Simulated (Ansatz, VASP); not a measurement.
## YAl2N3 in VASP and in Ansatz

```
Y Al N
1.0
     5.09237   -2.89022    0.00000
     5.09237    2.89022    0.00000
     0.00000    0.00000    5.15456
Y Al N
2 4 6
Direct
  0.30774 0.69226 0.47026
  0.69226 0.30774 0.97026
  0.65945 0.98997 0.49497
  0.01003 0.34055 0.49497
  0.98997 0.65945 0.99497
  0.34055 0.01003 0.99497
  0.66833 0.94550 0.86083
  0.05450 0.33167 0.86083
  0.70892 0.29108 0.43814
  0.94550 0.66833 0.36083
  0.33167 0.05450 0.36083
  0.29108 0.70892 0.93814
```

Alike in both runs: functional PBE; k mesh 6 × 6 × 6; occupations gaussian, width 0.02 eV; no spin polarisation.

Ansatz relaxed the structure, and its values are those at the end. VASP's run is a single point on that final structure, the one shown.

|  | VASP | Ansatz |
| --- | --- | --- |
| version | VASP 6.6.1 | Ansatz 0.2.0 |
| potentials or method | VASP PAW PBE potentials, release 64 (Y_sv, Al, N), cutoff 520 eV | scalar-relativistic, plane waves, PAW |
| valence electrons in the cell | 64 | 64 |

```tsv
	VASP	Ansatz	Ansatz less VASP
gap on the k mesh at the Fermi level (eV)	2.29	2.30	+0.007
least direct gap on the mesh (eV)	2.46	2.47	+0.007
pressure (GPa)	-0.3	0.0	+0.22
rms of the force components (eV/Å)	0.005	0.003	-0.0016
```
